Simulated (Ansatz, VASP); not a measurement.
## CuO in VASP and in Ansatz

```
Cu O
1.0
     2.83633    0.00000    0.00000
    -1.41816    2.45633    0.00000
     0.00000    0.00000    2.76811
Cu O
1 1
Direct
  0.00000 0.00000 0.00000
  0.66667 0.33333 0.50000
```

Alike in both runs: task single point; functional LDA; k mesh 8 × 8 × 7; occupations gaussian, width 0.05 eV; collinear spin; Hubbard terms Cu d U = 6.0 eV.

|  | VASP | Ansatz |
| --- | --- | --- |
| version | VASP 6.6.1 | Ansatz 0.2.0 |
| potentials or method | VASP PAW LDA potentials, release 64 (Cu, O), cutoff 520 eV | scalar-relativistic, plane waves, PAW |
| valence electrons in the cell | 17 | 25 |

VASP gave:

```
gap on the k mesh at the Fermi level (eV)                     : none
pressure (GPa)                                                : -18.1
traceless stress, the component that is largest in VASP (GPa) : -8.80
net moment per atom (μB)                                      : 0.50
size of the moment on the site where the two differ most (μB) : 0.50
```

**Question.** Which values does Ansatz return?

**Answer.** gap on the k mesh at the Fermi level (eV): none; pressure (GPa): -10.1; traceless stress, the component that is largest in VASP (GPa): -6.00; net moment per atom (μB): 0.50; size of the moment on the site where the two differ most (μB): 0.61.

LDA's correlation is that of Perdew and Zunger in VASP and of Perdew and Wang (1992) in Ansatz. Site moments also hang on the region over which each program counts them. The programs project onto different local orbitals, so the same U acts differently, and such runs can settle in different states. A gap of «none» marks a metal or a gap that the smearing closes. VASP's potentials hold 17 valence electrons a cell and Ansatz's 25, so a difference there can come from the potentials and not from the codes. Ansatz's warnings: filled band counts differ across k points, specified occupation not kept.
